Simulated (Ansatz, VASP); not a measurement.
## One calculation of MoS2, two programs

```xyz
3
Lattice="1.5671 0.8731 5.9550 -1.5671 0.8731 5.9550 0.0000 -1.7462 5.9550" Properties=species:S:1:pos:R:3 pbc="T T T"
Mo    0.0000    0.0000    0.0000
S     0.0000    0.0000   13.5125
S     0.0000    0.0000    4.3524
```

Change from the starting cell: mode 7 frozen in at +0.000 Å, normal strain along y -0.0350.

Alike in both runs: task single point; functional PBE; dispersion D3(BJ); k mesh 15 × 15 × 15; occupations gaussian, width 0.15 eV; no spin polarisation.

|  | VASP | Ansatz |
| --- | --- | --- |
| version | VASP 6.6.1 | Ansatz 0.2.0 |
| potentials or method | VASP PAW PBE potentials, release 64 (Mo_sv, S), cutoff 520 eV | scalar-relativistic, plane waves, PAW |
| valence electrons in the cell | 26 | 26 |

Ansatz gave:

- gap on the k mesh at the Fermi level (eV): none
- pressure (GPa): 5.7
- traceless stress, the component that is largest in VASP (GPa): 5.12
- rms of the force components (eV/Å): 0.230

Task: Which values does VASP return?

Result: gap on the k mesh at the Fermi level (eV): none; pressure (GPa): 5.6; traceless stress, the component that is largest in VASP (GPa): 5.13; rms of the force components (eV/Å): 0.224.

Atom by atom the forces differ by 0.007 eV/Å (rms over components). A gap of «none» marks a metal or a gap that the smearing closes.
